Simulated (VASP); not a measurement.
# BaTiO3 (Cmm2) in VASP: single point with PBE

Aim: the single point of BaTiO3 with PBE.

Everything below comes from runs of VASP 6.6.1. Logs are shortened: lines on timing, memory, paths and dates and some standing lists are left out, and cuts for length are marked.

### Step 1. The cell of the first run

It takes space group Cmm2 (No. 35, orthorhombic). Conventional cell: a = 5.543 Å, b = 5.770 Å, c = 4.018 Å, α = 90.00°, β = 90.00°, γ = 90.00°. Within 3.7 Å of Ba (site symmetry mm2) lie 12 O at 2.77 to 2.89 Å and 8 Ti at 3.40 to 3.54 Å. Within 2.5 Å of Ti (site symmetry mm2) lie 6 O at 1.89 to 2.13 Å. Within 2.9 Å of O (site symmetry 2) lie 2 Ti at 2.00 Å and 8 O at 2.77 to 2.88 Å and 4 Ba at 2.79 to 2.88 Å. O (site symmetry mm2) has 2 Ti at 1.89 to 2.13 Å within 2.5 Å.

### Step 2. Single point, PBE

File INCAR:

```
SYSTEM = BaTiO3
PREC = Accurate ; ENCUT = 520
EDIFF = 1E-6 ; ISMEAR = -1
SIGMA = 0.05 ; LREAL = .FALSE.
LASPH = .TRUE. ; NELM = 80
ALGO = Normal ; ISIF = 2
LWAVE = .FALSE. ; LCHARG = .FALSE.
GGA = PE ; NBANDS = 28
```

File KPOINTS:

```
regular mesh
0
G
  7 7 7
  0 0 0
```

File POSCAR:

```
BaTiO3
1.0
    3.9998000000     -0.0799960000      0.0000000000
   -0.0799960000      3.9998000000      0.0000000000
    0.0000000000      0.0000000000      4.0180000000
Ba Ti O
1 1 3
Direct
    0.0000000000      0.0000000000      0.0000000000
    0.5000000000      0.5000000000      0.4900000000
    0.0000000000      0.5000000000      0.5170000000
    0.5000000000      0.0000000000      0.5170000000
    0.5000000000      0.5000000000      0.0190000000
```

Potentials or basis: VASP PAW PBE potentials, release 64 (Ba_sv, Ti_sv, O).

Started as:

```console
> cat potpaw_PBE.64/Ba_sv/POTCAR potpaw_PBE.64/Ti_sv/POTCAR potpaw_PBE.64/O/POTCAR > POTCAR
> mpirun -np 1 vasp_std > vasp.out
```

OUTCAR:

```text
SYSTEM = BaTiO3
   PREC = Accurate
   ENCUT = 520
   EDIFF = 1E-6
   ISMEAR = -1
   LREAL = .FALSE.
   LASPH = .TRUE.
   NELM = 80
   ISIF = 2
   GGA = PE

 ion  position               nearest neighbor table
   1  0.000  0.000  0.000-   5 2.77   5 2.77   3 2.79   3 2.79   4 2.79   4 2.79   4 2.88   4 2.88
                             3 2.88   3 2.88   5 2.89   5 2.89   2 3.40   2 3.40   2 3.45   2 3.45
   2  0.500  0.500  0.490-   5 1.89   4 2.00   3 2.00   4 2.00   3 2.00   5 2.13   1 3.40   1 3.40
                             1 3.45   1 3.45   1 3.49   1 3.49   1 3.54   1 3.54
   3  0.000  0.500  0.517-   2 2.00   2 2.00   1 2.79   1 2.79   1 2.88   1 2.88
   4  0.500  0.000  0.517-   2 2.00   2 2.00   1 2.79   1 2.79   1 2.88   1 2.88
   5  0.500  0.500  0.019-   2 1.89   2 2.13   1 2.77   1 2.77   1 2.89   1 2.89

  LATTYP: Found a base centered orthorhombic cell.
 ALAT       =     5.5434399786
 B/A-ratio  =     1.0408163265
 C/A-ratio  =     0.7248206918

  Lattice vectors:

 A1 = (   3.9998000000,  -0.0799960000,   0.0000000000)
 A2 = (  -0.0799960000,   3.9998000000,   0.0000000000)
 A3 = (   0.0000000000,   0.0000000000,   4.0180000000)

Analysis of symmetry for initial positions (statically):
=====================================================================
 Subroutine PRICEL returns:
 Original cell was already a primitive cell.

 Routine SETGRP: Setting up the symmetry group for a
 base centered orthorhombic supercell.

 Subroutine GETGRP returns: Found  4 space group operations
 (whereof  4 operations were pure point group operations)
 out of a pool of  8 trial point group operations.

The static configuration has the point symmetry C_2v.

Analysis of symmetry for dynamics (positions and initial velocities):
=====================================================================
 Subroutine PRICEL returns:
 Original cell was already a primitive cell.

 Routine SETGRP: Setting up the symmetry group for a
 base centered orthorhombic supercell.

 Subroutine GETGRP returns: Found  4 space group operations
 (whereof  4 operations were pure point group operations)
 out of a pool of  8 trial point group operations.

The dynamic configuration has the point symmetry C_2v.

 Subroutine INISYM returns: Found  4 space group operations
 (whereof  4 operations are pure point group operations),
 and found     1 'primitive' translations

----------------------------------------------------------------------------------------

                                     Primitive cell

  volume of cell :      64.2559

  direct lattice vectors                    reciprocal lattice vectors
     3.999800000 -0.079996000  0.000000000     0.250112546  0.005002251  0.000000000
    -0.079996000  3.999800000  0.000000000     0.005002251  0.250112546  0.000000000
     0.000000000  0.000000000  4.018000000     0.000000000  0.000000000  0.248880040

  length of vectors
     4.000599880  4.000599880  4.018000000     0.250162563  0.250162563  0.248880040

  position of ions in fractional coordinates (direct lattice)
     0.000000000  0.000000000  0.000000000
     0.500000000  0.500000000  0.490000000
     0.000000000  0.500000000  0.517000000
     0.500000000  0.000000000  0.517000000
     0.500000000  0.500000000  0.019000000

  ion indices of the primitive-cell ions
   primitive index   ion index
                 1           1
                 2           2
                 3           3
                 4           4
                 5           5

----------------------------------------------------------------------------------------

 KPOINTS: regular mesh

Automatic generation of k-mesh.
 Grid dimensions read from file:
 generate k-points for:    7    7    7

 Generating k-lattice:

  Cartesian coordinates                     Fractional coordinates (reciprocal lattice)
     0.035730364  0.000714607  0.000000000     0.142857143  0.000000000  0.000000000
     0.000714607  0.035730364  0.000000000     0.000000000  0.142857143  0.000000000
     0.000000000  0.000000000  0.035554291     0.000000000  0.000000000  0.142857143

  Length of vectors
     0.035737509  0.035737509  0.035554291

  Shift w.r.t. Gamma in fractional coordinates (k-lattice)
     0.000000000  0.000000000  0.000000000

 Subroutine IBZKPT returns following result:
 ===========================================

 Found     64 irreducible k-points:

 Following reciprocal coordinates:
            Coordinates               Weight
  0.000000  0.000000  0.000000      1.000000
  0.142857  0.000000  0.000000      4.000000
  0.285714  0.000000  0.000000      4.000000
  0.428571  0.000000  0.000000      4.000000
  0.142857  0.142857  0.000000      2.000000
  0.285714  0.142857  0.000000      4.000000
[... 16 lines left out ...]
  0.428571  0.142857  0.142857      8.000000
 -0.428571  0.142857  0.142857      8.000000
 [... further k-points ...]
   k-points           NKPTS =     64   k-points in BZ     NKDIM =     64   number of bands    NBANDS=     28
   number of dos      NEDOS =    301   number of ions     NIONS =      5
   total plane-waves  NPLWV =  27000
   dimension x,y,z NGX =    30 NGY =   30 NGZ =   30
   dimension x,y,z NGXF=    60 NGYF=   60 NGZF=   60
   ions per type =               1   1   3
   NGX,Y,Z   is equivalent  to a cutoff of  12.47, 12.47, 12.41 a.u.
   NGXF,Y,Z  is equivalent  to a cutoff of  24.93, 24.93, 24.83 a.u.
 SYSTEM =  BaTiO3
   PREC   = accura    normal or accurate (medium, high low for compatibility)
   ISTART =      0    job   : 0-new  1-cont  2-samecut
   ICHARG =      2    charge: 1-file 2-atom 10-const
   ISPIN  =      1    spin polarized calculation?
   LNONCOLLINEAR =      F non collinear calculations
   LSORBIT =      F    spin-orbit coupling
   LASPH  =      T    aspherical Exc in radial PAW
   ENCUT  =  520.0 eV  38.22 Ry    6.18 a.u.   7.44  7.44  7.47*2*pi/ulx,y,z
   NELM   =     80;   NELMIN=  2; NELMDL= -5     # of ELM steps
   EDIFF  = 0.1E-05   stopping-criterion for ELM
   LREAL  =      F    real-space projection
   EDIFFG = 0.1E-04   stopping-criterion for IOM
   NSW    =      0    number of steps for IOM
   IBRION =     -1    ionic relax: 0-MD 1-quasi-New 2-CG
   NFREE  =      0    steps in history (QN), initial steepest desc. (CG)
   ISIF   =      2    stress and relaxation
   ISYM   =      2    0-nonsym 1-usesym 2-fastsym
   POTIM  = 0.5000    time-step for ionic-motion
   TEBEG  =    0.0;   TEEND  =   0.0 temperature during run
   PSTRESS=    0.0 pullay stress
   NELECT =      40.0000    total number of electrons
   NUPDOWN=      -1.0000    fix difference up-down
   EMIN   =  10.00;   EMAX   =-10.00  energy-range for DOS
   EFERMI =   0.00;   METHOD = LEGACY
   ISMEAR =    -1;   SIGMA  =   0.05  broadening in eV -4-tet -1-fermi 0-gaus
   EFERMI_NEDOS =   21; number of points for ismear=-14 and -15
   IALGO  =     38    algorithm
   IMIX   =      4    mixing-type and parameters
     AMIX     =   0.40;   BMIX     =  1.00
     AMIX_MAG =   1.60;   BMIX_MAG =  1.00
  volume/ion in A,a.u.               =      12.85        86.72
  Fermi-wavevector in a.u.,A,eV,Ry     =   1.397839  2.641533 26.585168  1.953955
  Thomas-Fermi vector in A             =   2.521056
   LORBIT       =      0    0 simple, 1 ext, 2 COOP (PROOUT), +10 PAW based schemes
   GGA     = PE    functional components
   LHFCALC =     F    Hartree Fock is set to
   AEXX    =    0.0000 exact exchange contribution
   IVDW    =     0    specifies the selected vdW correction
   LEPSILON=     F    determine dielectric tensor
   LRPA    =     F    only Hartree local field effects (RPA)
 non-spin polarized calculation
  energy-cutoff  :      520.00
  volume of cell :       64.26
 maximum number of plane-waves:      1763
 NGX is ok and might be reduce to    30
   NGX = 15   NGY = 15   NGZ = 15

 number of electron      39.9999973 magnetization

 Free energy of the ion-electron system (eV)
  ---------------------------------------------------
  ext. energy  EPLUGINS =         0.00000000
  ---------------------------------------------------
  free energy    TOTEN  =       -39.94123328 eV

  energy without entropy =      -39.94123328  energy(sigma->0) =      -39.94123328

 E-fermi :   4.7465     XC(G=0): -11.2438

 val. band max:        3.7833707735   @ k =  -0.4286   0.4286   0.4286
 cond. band min:       5.6084793597   @ k =   0.0000   0.0000   0.0000
 fundamental gap:      1.8251085862
 Fermi energy:         4.7465060205

 k-point     1 :       0.0000    0.0000    0.0000
  band No.  band energies     occupation
      1     -52.7524      2.00000
      2     -28.9946      2.00000
      3     -28.9806      2.00000
      4     -28.9459      2.00000
      5     -21.0092      2.00000
      6     -13.0724      2.00000
[... 20 lines left out ...]
     27       8.9085      0.00000
     28      11.1224      0.00000

 k-point     2 :       0.1429    0.0000    0.0000
  band No.  band energies     occupation
      1     -52.7523      2.00000
      2     -28.9942      2.00000
      3     -28.9859      2.00000
      4     -28.9501      2.00000
      5     -20.9871      2.00000
      6     -13.0890      2.00000
[... 20 lines left out ...]
     27       9.2855      0.00000
     28      11.5967      0.00000

 k-point     3 :       0.2857    0.0000    0.0000
  band No.  band energies     occupation
      1     -52.7518      2.00000
      2     -29.0024      2.00000
      3     -28.9933      2.00000
      4     -28.9551      2.00000
      5     -20.9365      2.00000
      6     -13.1850      2.00000
[... 20 lines left out ...]
     27      10.2576      0.00000
     28      12.1485      0.00000

 k-point     4 :       0.4286    0.0000    0.0000
  band No.  band energies     occupation
      1     -52.7515      2.00000
      2     -29.0178      2.00000
      3     -28.9926      2.00000
      4     -28.9566      2.00000
      5     -20.8951      2.00000
      6     -13.2948      2.00000
[... 20 lines left out ...]
     27      11.2328      0.00000
     28      12.0374      0.00000

 k-point     5 :       0.1429    0.1429    0.0000
  band No.  band energies     occupation
      1     -52.7521      2.00000
      2     -28.9939      2.00000
      3     -28.9899      2.00000
      4     -28.9556      2.00000
      5     -20.9648      2.00000
      6     -13.0937      2.00000
[... 20 lines left out ...]
     27       9.6631      0.00000
     28      11.7650      0.00000

 k-point     6 :       0.2857    0.1429    0.0000
  band No.  band energies     occupation
      1     -52.7516      2.00000
      2     -29.0039      2.00000
      3     -28.9929      2.00000
      4     -28.9630      2.00000
      5     -20.9171      2.00000
      6     -13.1441      2.00000
[... 463 lines left out ...]
      5     -20.9463      2.00000
      6     -13.0537      2.00000
[... 20 lines left out ...]
     27       9.9378      0.00000
     28      11.7721      0.00000

 k-point    22 :       0.2857    0.1429    0.1429
  band No.  band energies     occupation
      1     -52.7514      2.00000
      2     -29.0038      2.00000
      3     -29.0018      2.00000
      4     -28.9626      2.00000
      5     -20.9014      2.00000
      6     -13.0700      2.00000
[... 20 lines left out ...]
     27      10.8605      0.00000
     28      12.1212      0.00000

 k-point    23 :       0.4286    0.1429    0.1429
  band No.  band energies     occupation
      1     -52.7511      2.00000
      2     -29.0176      2.00000
      3     -29.0015      2.00000
      4     -28.9650      2.00000
      5     -20.8662      2.00000
      6     -13.1214      2.00000
[... 20 lines left out ...]
     27      11.6831      0.00000
     28      12.6351      0.00000

 k-point    24 :      -0.4286    0.1429    0.1429
  band No.  band energies     occupation
      1     -52.7511      2.00000
      2     -29.0173      2.00000
      3     -29.0016      2.00000
      4     -28.9651      2.00000
      5     -20.8678      2.00000
      6     -13.1097      2.00000
[... 20 lines left out ...]
     27      11.6468      0.00000
     28      12.6889      0.00000

 [... further k-points ...]

------------------------ aborting loop because EDIFF is reached ----------------------------------------

  FORCE on cell =-STRESS in cart. coord.  units (eV):
  Direction    XX          YY          ZZ          XY          YZ          ZX
  --------------------------------------------------------------------------------------
  -------------------------------------------------------------------------------------
  Total        1.6460267      1.6460267      1.9737327      2.0192189      0.0000000      0.0000000
  in kB       41.0425869     41.0425869     49.2137185     50.3478873      0.0000000      0.0000000
  external PRESSURE =      43.7662974 kB  Pullay stress =       0.0000000 kB

 VOLUME and BASIS-vectors are now :
 -----------------------------------------------------------------------------
  energy-cutoff  :      520.00
  volume of cell :       64.26
      direct lattice vectors                 reciprocal lattice vectors
     3.999800000 -0.079996000  0.000000000     0.250112546  0.005002251  0.000000000
    -0.079996000  3.999800000  0.000000000     0.005002251  0.250112546  0.000000000
     0.000000000  0.000000000  4.018000000     0.000000000  0.000000000  0.248880040

 POSITION                                       TOTAL-FORCE (eV/Angst)
 -----------------------------------------------------------------------------------
      0.00000      0.00000      0.00000        -0.000000      0.000000      0.072648
      1.95990      1.95990      1.96882         0.000000      0.000000     -0.111447
     -0.04000      1.99990      2.07731        -0.000000      0.000000     -0.118208
      1.99990     -0.04000      2.07731        -0.000000      0.000000     -0.118208
      1.95990      1.95990      0.07634        -0.000000      0.000000      0.275214
 -----------------------------------------------------------------------------------
    total drift:                               -0.000001     -0.000001      0.000193

  FREE ENERGIE OF THE ION-ELECTRON SYSTEM (eV)
  ---------------------------------------------------
  free  energy   TOTEN  =       -39.9412332767 eV

  energy  without entropy=      -39.9412332756  energy(sigma->0) =      -39.94123328
```

It took 51 s on 1 thread of Intel Xeon 6975P-C (Granite Rapids), shared host; peak memory 0.25 GiB.

Results:

| Property | Result |
| --- | --- |
| Free energy | -39.9412 eV |
| Pressure | 4.4 GPa |
| Largest force | 0.275 eV/Å |
| Band gap on the k mesh | 1.83 eV (least direct gap 1.90 eV) |

Forces in eV/Å, atoms in the order of the input:
```
Ba   0.000  0.000  0.073
Ti   0.000  0.000 -0.111
O    0.000  0.000 -0.118
O    0.000  0.000 -0.118
O    0.000  0.000  0.275
```

Levels at points of the mesh, in eV from the valence-band top:
```csv
k point,band 18,band 19,band 20,band 21,band 22,band 23
"(0.00, 0.00, 0.00)",-0.34,-0.24,-0.08,1.83,1.98,2.12
```

Caveat: the cell stands under pressure; spin-orbit coupling is left out, which moves the levels of the heavy elements; an odd mesh through Γ misses points on the zone boundary, where band edges can lie.
